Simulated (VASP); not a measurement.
Here is a VASP 6.6.1 calculation.

The input INCAR:

```
SYSTEM = NaF
  PREC = Accurate
  ENCUT = 600
  EDIFF = 1E-6
  ISMEAR = -5
  SIGMA = 0.1
  LREAL = .False.
  LASPH = .True.
  NELM = 120
  ALGO = Normal
  ISIF = 2
  LWAVE = .False.
  LCHARG = .False.
  GGA = PE
  NBANDS = 14
  GGA_COMPAT = .False.
```

The input KPOINTS:

```
Automatic mesh
0
Gamma
  8 8 8
  0 0 0
```

Contents of POSCAR:

```
NaF
1.0
    0.0000000000      2.2858943317      2.2858943317
    2.2858943317      0.0000000000      2.2858943317
    2.2858943317      2.2858943317      0.0000000000
Na F
1 1
Direct
    0.0000000000      0.0000000000      0.0000000000
    0.5000000000      0.5000000000      0.5000000000
```

Potentials or basis: VASP PAW PBE potentials, release 64 (Na_pv, F).

The run is started by

```console
$ cat potpaw_PBE.64/Na_pv/POTCAR potpaw_PBE.64/F/POTCAR > POTCAR
$ mpirun -np 1 vasp_std > vasp.out
```

Question: Predict the band gap on the k mesh.

Answer: 6.53 eV.

Question: Predict the pressure.

Answer: 4.3 GPa.

Caveat: the cell stands under pressure.
